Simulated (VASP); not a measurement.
Write the native input for VASP 6.6.1 that does the following.

| Quantity | Value |
| --- | --- |
| Task | relaxation of volume and atoms at fixed shape |
| Functional | PBEsol |
| Potentials or basis | VASP PAW PBE potentials, release 64 (Lu) |
| Cutoff | 600 eV |
| k mesh | 8 × 8 × 8 |
| Occupations | fermi-dirac, width 0.05 eV |
| Spin | no spin polarisation |
| Dipole correction | no |
| Further INCAR settings | ALGO = Normal; EDIFF = 1e-07; IBRION = 2; EDIFFG = -0.02; NSW = 80; ISIF = 8 |

The structure of Lu lies in POSCAR:

```
Lu
1.0
    0.0000000000      2.4500000000      2.4500000000
    2.4500000000      0.0000000000      2.4500000000
    2.4500000000      2.4500000000      0.0000000000
Lu
1
Direct
    0.0000000000      0.0000000000      0.0000000000
```

This isn't the form of Lu at room conditions, which is hcp.

These files were run (other wordings do the same):

INCAR

```
PREC = Accurate
ENCUT = 600
EDIFF = 1E-7
ISMEAR = -1
SIGMA = 0.05
LREAL = False
LASPH = True
NELM = 120
ALGO = Normal
ISIF = 8
LWAVE = False
LCHARG = False
GGA = PS
IBRION = 2
NSW = 80
EDIFFG = -0.02
GGA_COMPAT = False
NELMIN = 4
```

KPOINTS

```
Automatic mesh
0
Gamma
  8 8 8
```

Potentials or basis: VASP PAW PBE potentials, release 64 (Lu).

Command:

```bash
$ cat potpaw_PBE.64/Lu/POTCAR > POTCAR
$ mpirun -np 1 vasp_std > vasp.out
```

Results of the run:

| Quantity | Value |
| --- | --- |
| Relaxed volume | 27.09 Å³/atom |
| Relaxed cell | a = 3.371 Å, b = 3.371 Å, c = 3.371 Å, α = 60.00°, β = 60.00°, γ = 60.00° |
| Space group after relaxing (to 0.1 Å) | Fm-3m (No. 225) |
| Energy gained by relaxing | 26.1 meV/atom |
| Ionic steps | 3 |
| Pressure after relaxing | 0.0 GPa |
| Band gap on the k mesh | zero (an odd number of electrons rules out a gap without spin polarisation) |

Caveat: the PAW data sets were made with another functional, which shifts forces and pressure a little; spin-orbit coupling is left out, which moves the levels of the heavy elements.

Wall time 36 s on 1 thread of Intel(R) Xeon(R) Platinum 8488C (Sapphire Rapids) (shared host), peak memory 0.18 GiB.
